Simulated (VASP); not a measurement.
Write the native input for VASP 6.6.1 that does the following.

```
Task                    : density of states
Functional              : PBE
Potentials or basis     : VASP PAW PBE potentials, release 64 (P)
Cutoff                  : 520 eV
k mesh                  : 18 × 18 × 18
Occupations             : fermi-dirac, width 0.1 eV
Spin                    : no spin polarisation
Dipole correction       : no
k mesh for the DOS      : 27 × 27 × 27
Occupations for the DOS : tetrahedron
Further INCAR settings  : ALGO = Normal; EDIFF = 1e-07; NBANDS = 8
```

P:

```xyz
1
Lattice="0.0000 1.9378 1.9378 1.9378 0.0000 1.9378 1.9378 1.9378 0.0000" Properties=species:S:1:pos:R:3 pbc="T T T"
P     0.0000    0.0000    0.0000
```

These files were run (other wordings do the same):

POSCAR

```
P
1.0
    0.0000000000      1.9378122655      1.9378122655
    1.9378122655      0.0000000000      1.9378122655
    1.9378122655      1.9378122655      0.0000000000
P
1
Direct
    0.0000000000      0.0000000000      0.0000000000
```

INCAR.step1

```
PREC = Accurate ; ENCUT = 520
EDIFF = 1E-7 ; ISMEAR = -1
SIGMA = 0.1 ; LREAL = F
LASPH = T ; NELM = 100
ALGO = Normal ; ISIF = 2
LWAVE = F ; LCHARG = T
GGA = PE ; NBANDS = 8
```

KPOINTS.step1

```
regular mesh
0
Gamma
  18 18 18
```

INCAR.step2

```
PREC = Accurate ; ENCUT = 520
EDIFF = 1E-7 ; ISMEAR = -5
SIGMA = 0.1 ; LREAL = F
LASPH = T ; NELM = 100
ALGO = Normal ; ISIF = 2
LWAVE = F ; LCHARG = F
GGA = PE ; LORBIT = 11
NBANDS = 8 ; NEDOS = 2001
ICHARG = 11
```

KPOINTS.step2

```
regular mesh
0
Gamma
  27 27 27
```

Potentials or basis: VASP PAW PBE potentials, release 64 (P).

Command:

```bash
$ cat potpaw_PBE.64/P/POTCAR > POTCAR
$ cp INCAR.step1 INCAR
$ cp KPOINTS.step1 KPOINTS
$ mpirun -np 1 vasp_std > vasp.out
$ cp INCAR.step2 INCAR
$ cp KPOINTS.step2 KPOINTS
$ mpirun -np 1 vasp_std > vasp.out
```

Results of the run:

```json
{
  "Valence electrons inside the program's atomic spheres": "P 2.31"
}
```

Run time: 19 s on 1 thread of Intel(R) Xeon(R) 6975P-C (Granite Rapids), with other jobs on the host, peak memory 0.16 GiB.
